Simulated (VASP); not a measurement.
# Cu (P6_3/mmc) in VASP: a series of runs

The runs below take Cu through single point, with PBE.

All numbers are computed with VASP 6.6.1; they aren't measurements. Logs are shortened: lines on timing, memory, paths and dates and some standing lists are left out, and cuts for length are marked.

## (1) The cell of the first run

It takes space group P6_3/mmc (No. 194, hexagonal). The conventional cell has a = 2.510 Å, b = 2.510 Å, c = 3.859 Å, α = 90.00°, β = 90.00°, γ = 120.00°. Within 3.2 Å of Cu (site symmetry -6m2) lie 12 Cu at 2.41 to 2.51 Å.

This isn't the form of Cu at room conditions, which is fcc.

## (2) Single point, PBE (10.53 Å³/atom)

Contents of INCAR:

```
SYSTEM = Cu
PREC = Accurate ; ENCUT = 520
EDIFF = 1E-7 ; ISMEAR = 0
SIGMA = 0.15 ; LREAL = .False.
LASPH = .True. ; NELM = 80
ALGO = Normal ; ISIF = 2
LWAVE = .False. ; LCHARG = .False.
GGA = PE ; NBANDS = 18
```

Contents of KPOINTS:

```
regular mesh
0
Gamma
  21 21 12
  0 0 0
```

Contents of POSCAR:

```
Cu
1.0
    2.5103895162      0.0000000000      0.0000000000
   -1.2551947581      2.1740610944      0.0000000000
    0.0000000000      0.0000000000      3.8594728422
Cu
2
Direct
    0.3333333333      0.6666666667      0.2500000000
    0.6666666667      0.3333333333      0.7500000000
```

Potentials or basis: VASP PAW PBE potentials, release 64 (Cu).

Started as:

```bash
$ cat potpaw_PBE.64/Cu/POTCAR > POTCAR
$ mpirun -np 1 vasp_std > vasp.out
```

OUTCAR:

```text
SYSTEM = Cu
   PREC = Accurate
   ENCUT = 520
   EDIFF = 1E-7
   ISMEAR = 0
   LREAL = .False.
   LASPH = .True.
   NELM = 80
   ISIF = 2
   GGA = PE

 ion  position               nearest neighbor table
   1  0.333  0.667  0.250-   2 2.41   2 2.41   2 2.41   2 2.41   2 2.41   2 2.41
   2  0.667  0.333  0.750-   1 2.41   1 2.41   1 2.41   1 2.41   1 2.41   1 2.41

  LATTYP: Found a hexagonal cell.
 ALAT       =     2.5103895162
 C/A-ratio  =     1.5374000000

  Lattice vectors:

 A1 = (   2.5103895162,   0.0000000000,   0.0000000000)
 A2 = (  -1.2551947581,   2.1740610944,   0.0000000000)
 A3 = (   0.0000000000,   0.0000000000,   3.8594728422)

Analysis of symmetry for initial positions (statically):
=====================================================================
 Subroutine PRICEL returns:
 Original cell was already a primitive cell.

 Routine SETGRP: Setting up the symmetry group for a
 hexagonal supercell.

 Subroutine GETGRP returns: Found 24 space group operations
 (whereof 12 operations were pure point group operations)
 out of a pool of 24 trial point group operations.

The static configuration has the point symmetry D_3d.
 The point group associated with its full space group is D_6h.

Analysis of symmetry for dynamics (positions and initial velocities):
=====================================================================
 Subroutine PRICEL returns:
 Original cell was already a primitive cell.

 Routine SETGRP: Setting up the symmetry group for a
 hexagonal supercell.

 Subroutine GETGRP returns: Found 24 space group operations
 (whereof 12 operations were pure point group operations)
 out of a pool of 24 trial point group operations.

The dynamic configuration has the point symmetry D_3d.
 The point group associated with its full space group is D_6h.

 Subroutine INISYM returns: Found 24 space group operations
 (whereof 12 operations are pure point group operations),
 and found     1 'primitive' translations

----------------------------------------------------------------------------------------

                                     Primitive cell

  volume of cell :      21.0640

  direct lattice vectors                    reciprocal lattice vectors
     2.510389516  0.000000000  0.000000000     0.398344557  0.229984337  0.000000000
    -1.255194758  2.174061094  0.000000000     0.000000000  0.459968675  0.000000000
     0.000000000  0.000000000  3.859472842     0.000000000  0.000000000  0.259102743

  length of vectors
     2.510389516  2.510389516  3.859472842     0.459968675  0.459968675  0.259102743

  position of ions in fractional coordinates (direct lattice)
     0.333333333  0.666666667  0.250000000
     0.666666667  0.333333333  0.750000000

  ion indices of the primitive-cell ions
   primitive index   ion index
                 1           1
                 2           2

----------------------------------------------------------------------------------------

 KPOINTS: regular mesh

Automatic generation of k-mesh.
 Grid dimensions read from file:
 generate k-points for:   21   21   12

 Generating k-lattice:

  Cartesian coordinates                     Fractional coordinates (reciprocal lattice)
     0.018968788  0.010951635  0.000000000     0.047619048  0.000000000  0.000000000
     0.000000000  0.021903270  0.000000000     0.000000000  0.047619048  0.000000000
     0.000000000  0.000000000  0.021591895     0.000000000  0.000000000  0.083333333

  Length of vectors
     0.021903270  0.021903270  0.021591895

  Shift w.r.t. Gamma in fractional coordinates (k-lattice)
     0.000000000  0.000000000  0.000000000

 Subroutine IBZKPT returns following result:
 ===========================================

 Found    336 irreducible k-points:

 Following reciprocal coordinates:
            Coordinates               Weight
  0.000000  0.000000  0.000000      1.000000
  0.047619  0.000000  0.000000      6.000000
  0.095238  0.000000  0.000000      6.000000
  0.142857  0.000000  0.000000      6.000000
  0.190476  0.000000  0.000000      6.000000
  0.238095  0.000000  0.000000      6.000000
[... 16 lines left out ...]
  0.142857  0.095238  0.000000     12.000000
  0.190476  0.095238  0.000000     12.000000
 [... further k-points ...]
   k-points           NKPTS =    336   k-points in BZ     NKDIM =    336   number of bands    NBANDS=     18
   number of dos      NEDOS =    301   number of ions     NIONS =      2
   total plane-waves  NPLWV =  12000
   dimension x,y,z NGX =    20 NGY =   20 NGZ =   30
   dimension x,y,z NGXF=    40 NGYF=   40 NGZF=   60
   ions per type =               2
   NGX,Y,Z   is equivalent  to a cutoff of  13.24, 13.24, 12.92 a.u.
   NGXF,Y,Z  is equivalent  to a cutoff of  26.49, 26.49, 25.84 a.u.
 SYSTEM =  Cu
   PREC   = accura    normal or accurate (medium, high low for compatibility)
   ISTART =      0    job   : 0-new  1-cont  2-samecut
   ICHARG =      2    charge: 1-file 2-atom 10-const
   ISPIN  =      1    spin polarized calculation?
   LNONCOLLINEAR =      F non collinear calculations
   LSORBIT =      F    spin-orbit coupling
   LASPH  =      T    aspherical Exc in radial PAW
   ENCUT  =  520.0 eV  38.22 Ry    6.18 a.u.   4.67  4.67  7.18*2*pi/ulx,y,z
   NELM   =     80;   NELMIN=  2; NELMDL= -5     # of ELM steps
   EDIFF  = 0.1E-06   stopping-criterion for ELM
   LREAL  =      F    real-space projection
   EDIFFG = 0.1E-05   stopping-criterion for IOM
   NSW    =      0    number of steps for IOM
   IBRION =     -1    ionic relax: 0-MD 1-quasi-New 2-CG
   NFREE  =      0    steps in history (QN), initial steepest desc. (CG)
   ISIF   =      2    stress and relaxation
   ISYM   =      2    0-nonsym 1-usesym 2-fastsym
   POTIM  = 0.5000    time-step for ionic-motion
   TEBEG  =    0.0;   TEEND  =   0.0 temperature during run
   PSTRESS=    0.0 pullay stress
   NELECT =      22.0000    total number of electrons
   NUPDOWN=      -1.0000    fix difference up-down
   EMIN   =  10.00;   EMAX   =-10.00  energy-range for DOS
   EFERMI =   0.00;   METHOD = LEGACY
   ISMEAR =     0;   SIGMA  =   0.15  broadening in eV -4-tet -1-fermi 0-gaus
   EFERMI_NEDOS =   21; number of points for ismear=-14 and -15
   IALGO  =     38    algorithm
   IMIX   =      4    mixing-type and parameters
     AMIX     =   0.40;   BMIX     =  1.00
     AMIX_MAG =   1.60;   BMIX_MAG =  1.00
  volume/ion in A,a.u.               =      10.53        71.07
  Fermi-wavevector in a.u.,A,eV,Ry     =   1.660997  3.138829 37.537251  2.758910
  Thomas-Fermi vector in A             =   2.748136
   LORBIT       =      0    0 simple, 1 ext, 2 COOP (PROOUT), +10 PAW based schemes
   GGA     = PE    functional components
   LHFCALC =     F    Hartree Fock is set to
   AEXX    =    0.0000 exact exchange contribution
   IVDW    =     0    specifies the selected vdW correction
   LEPSILON=     F    determine dielectric tensor
   LRPA    =     F    only Hartree local field effects (RPA)
 non-spin polarized calculation
 Gauss-broadening in eV      SIGMA  =   0.15
  energy-cutoff  :      520.00
  volume of cell :       21.06
 maximum number of plane-waves:       580
 NGX is ok and might be reduce to    20
   NGX =  9   NGY =  9   NGZ = 15

 number of electron      21.9999985 magnetization

 Free energy of the ion-electron system (eV)
  ---------------------------------------------------
  ext. energy  EPLUGINS =         0.00000000
  ---------------------------------------------------
  free energy    TOTEN  =        -7.18790838 eV

  energy without entropy =       -7.18001032  energy(sigma->0) =       -7.18395935

 E-fermi :   9.0811     XC(G=0): -13.4025

 val. band max:        9.0738419861   @ k =   0.2857   0.0000   0.3333
 cond. band min:       9.0867334344   @ k =   0.1429   0.0952   0.2500
 fundamental gap:      0.0128914482
 Fermi energy:         9.0811335599

 k-point     1 :       0.0000    0.0000    0.0000
  band No.  band energies     occupation
      1      -1.1637      2.00000
      2       3.4168      2.00000
      3       5.7403      2.00000
      4       5.7403      2.00000
      5       5.9294      2.00000
      6       6.0492      2.00000
[... 10 lines left out ...]
     17      33.0039      0.00000
     18      33.0039      0.00000

 k-point     2 :       0.0476    0.0000    0.0000
  band No.  band energies     occupation
      1      -1.0872      2.00000
      2       3.4578      2.00000
      3       5.6707      2.00000
      4       5.7702      2.00000
      5       5.9881      2.00000
      6       6.0366      2.00000
[... 10 lines left out ...]
     17      33.7752      0.00000
     18      34.0152      0.00000

 k-point     3 :       0.0952    0.0000    0.0000
  band No.  band energies     occupation
      1      -0.8593      2.00000
      2       3.5745      2.00000
      3       5.5383      2.00000
      4       5.8581      2.00000
      5       5.9936      2.00000
      6       6.0102      2.00000
[... 10 lines left out ...]
     17      34.4638      0.00000
     18      35.0785      0.00000

 k-point     4 :       0.1429    0.0000    0.0000
  band No.  band energies     occupation
      1      -0.4856      2.00000
      2       3.7474      2.00000
      3       5.3876      2.00000
      4       5.7389      2.00000
      5       5.9400      2.00000
      6       5.9918      2.00000
[... 10 lines left out ...]
     17      33.0187      0.00000
     18      34.7633      0.00000

 k-point     5 :       0.1905    0.0000    0.0000
  band No.  band energies     occupation
      1       0.0235      2.00000
      2       3.9400      2.00000
      3       5.2405      2.00000
      4       5.3793      2.00000
      5       5.8885      2.00000
      6       5.8937      2.00000
[... 10 lines left out ...]
     17      30.9275      0.00000
     18      33.3948      0.00000

 k-point     6 :       0.2381    0.0000    0.0000
  band No.  band energies     occupation
      1       0.6496      2.00000
      2       4.0961      2.00000
      3       5.0367      2.00000
      4       5.1266      2.00000
      5       5.7907      2.00000
      6       5.8648      2.00000
[... 10 lines left out ...]
     17      28.9225      0.00000
     18      31.6346      0.00000

 k-point     7 :       0.2857    0.0000    0.0000
  band No.  band energies     occupation
      1       1.3611      2.00000
      2       4.1594      2.00000
      3       4.7432      2.00000
      4       5.0762      2.00000
      5       5.6917      2.00000
      6       5.8922      2.00000
[... 10 lines left out ...]
     17      27.3802      0.00000
     18      30.2872      0.00000

 k-point     8 :       0.3333   -0.0000    0.0000
  band No.  band energies     occupation
      1       2.1014      2.00000
      2       4.1273      2.00000
      3       4.5071      2.00000
      4       5.0948      2.00000
      5       5.6038      2.00000
      6       5.9697      2.00000
[... 10 lines left out ...]
     17      25.9432      0.00000
     18      29.5465      0.00000
[... 229 lines left out ...]
     17      23.7473      0.00000
     18      29.7428      0.00000

 k-point    20 :       0.4286    0.0476    0.0000
  band No.  band energies     occupation
      1       3.4739      2.00000
      2       3.9434      2.00000
      3       4.1800      2.00000
      4       5.3387      2.00000
      5       5.4617      2.00000
      6       5.8977      2.00000
[... 10 lines left out ...]
     17      22.5130      0.00000
     18      29.6055      0.00000

 k-point    21 :       0.4762    0.0476    0.0000
  band No.  band energies     occupation
      1       3.6097      2.00000
      2       3.8985      2.00000
      3       4.1513      2.00000
      4       5.4034      2.00000
      5       5.4500      2.00000
      6       5.8877      2.00000
[... 10 lines left out ...]
     17      22.0303      0.00000
     18      29.5621      0.00000

 k-point    22 :       0.0952    0.0952    0.0000
  band No.  band energies     occupation
      1      -0.2648      2.00000
      2       3.8435      2.00000
      3       5.2993      2.00000
      4       5.5987      2.00000
      5       5.8980      2.00000
      6       5.9227      2.00000
[... 10 lines left out ...]
     17      32.9268      0.00000
     18      33.1991      0.00000

 k-point    23 :       0.1429    0.0952    0.0000
  band No.  band energies     occupation
      1       0.2381      2.00000
      2       4.0262      2.00000
      3       5.1491      2.00000
      4       5.2778      2.00000
      5       5.7962      2.00000
      6       5.8843      2.00000
[... 10 lines left out ...]
     17      31.3885      0.00000
     18      32.3013      0.00000

 k-point    24 :       0.1905    0.0952    0.0000
  band No.  band energies     occupation
      1       0.8559      2.00000
      2       4.1806      2.00000
      3       4.9728      2.00000
      4       5.0193      2.00000
      5       5.7005      2.00000
      6       5.8705      2.00000
[... 10 lines left out ...]
     17      29.9843      0.00000
     18      31.4802      0.00000

 [... further k-points ...]

------------------------ aborting loop because EDIFF is reached ----------------------------------------

  FORCE on cell =-STRESS in cart. coord.  units (eV):
  Direction    XX          YY          ZZ          XY          YZ          ZX
  --------------------------------------------------------------------------------------
  -------------------------------------------------------------------------------------
  Total        2.7337889      2.7337889      4.8479102     -0.0000000      0.0000000      0.0000000
  in kB      207.9384070    207.9384070    368.7434363     -0.0000000      0.0000000      0.0000000
  external PRESSURE =     261.5400834 kB  Pullay stress =       0.0000000 kB

 VOLUME and BASIS-vectors are now :
 -----------------------------------------------------------------------------
  energy-cutoff  :      520.00
  volume of cell :       21.06
      direct lattice vectors                 reciprocal lattice vectors
     2.510389516  0.000000000  0.000000000     0.398344557  0.229984337  0.000000000
    -1.255194758  2.174061094  0.000000000     0.000000000  0.459968675  0.000000000
     0.000000000  0.000000000  3.859472842     0.000000000  0.000000000  0.259102743

 POSITION                                       TOTAL-FORCE (eV/Angst)
 -----------------------------------------------------------------------------------
     -0.00000      1.44937      0.96487         0.000000      0.000000      0.000000
      1.25519      0.72469      2.89460        -0.000000     -0.000000      0.000000
 -----------------------------------------------------------------------------------
    total drift:                               -0.000000      0.000000     -0.000000

  FREE ENERGIE OF THE ION-ELECTRON SYSTEM (eV)
  ---------------------------------------------------
  free  energy   TOTEN  =        -7.1879083776 eV

  energy  without entropy=       -7.1800103242  energy(sigma->0) =       -7.18395935
```

It took 76 s on 1 thread of AMD EPYC 7R43 (Zen 3), shared host; peak memory 0.18 GiB.

What came out:

```
Free energy            : -7.1879 eV
Pressure               : 26.2 GPa
Band gap on the k mesh : zero (bands 11 and 12 overlap by 6.14 eV)
```

Levels at points of the mesh, in eV from the Fermi level:
```csv
k point,band 9,band 10,band 11,band 12,band 13,band 14
"(0.00, 0.00, 0.00)",-2.93,-1.84,-1.84,-0.68,5.31,21.44
"(0.00, 0.00, 0.50)",-2.10,-2.10,-2.10,-2.10,15.15,15.15
```

Caveat: the cell stands under pressure.

## (3) Single point, PBE (10.53 Å³/atom)

Contents of INCAR:

```
PREC = Accurate
ENCUT = 520
EDIFF = 1E-7
ISMEAR = 0
SIGMA = 0.15
LREAL = F
LASPH = T
NELM = 100
ALGO = Normal
ISIF = 2
LWAVE = F
LCHARG = F
GGA = PE
NBANDS = 18
```

Contents of KPOINTS:

```
regular mesh
0
Gamma
  21 21 12
```

Contents of POSCAR:

```
Cu
1.0
    2.4114984282      0.0000000000      0.0000000000
   -1.2057492141      2.0884189000      0.0000000000
    0.0000000000      0.0000000000      4.1825028738
Cu
2
Direct
    0.3333333333      0.6666666667      0.2500000000
    0.6666666667      0.3333333333      0.7500000000
```

Potentials or basis: VASP PAW PBE potentials, release 64 (Cu).

Started as:

```bash
$ cat potpaw_PBE.64/Cu/POTCAR > POTCAR
$ mpirun -np 1 vasp_std > vasp.out
```

Wall time 61 s (1 thread of AMD EPYC 7R43 (Zen 3), shared host); peak memory 0.18 GiB.

It converged, with:

| Item | Value |
| --- | --- |
| Free energy | -7.2043 eV |
| Pressure | 26.0 GPa |
| Band gap on the k mesh | zero (bands 11 and 12 overlap by 6.81 eV) |

Stress tensor (GPa, compression positive):
```
31.10  0.00  0.00
 0.00 31.10  0.00
 0.00  0.00 15.76
```

Levels at points of the mesh, in eV from the Fermi level:
| k point | band 8 | band 9 | band 10 | band 11 | band 12 | band 13 | band 14 | band 15 |
| --- | --- | --- | --- | --- | --- | --- | --- | --- |
| (0.00, 0.00, 0.00) | -2.60 | -2.60 | -1.94 | -1.89 | -1.89 | 3.49 | 23.03 | 23.12 |
| (0.00, 0.00, 0.50) | -3.38 | -2.14 | -2.14 | -2.14 | -2.14 | 11.83 | 11.83 | 23.82 |

Caveat: the cell stands under pressure.
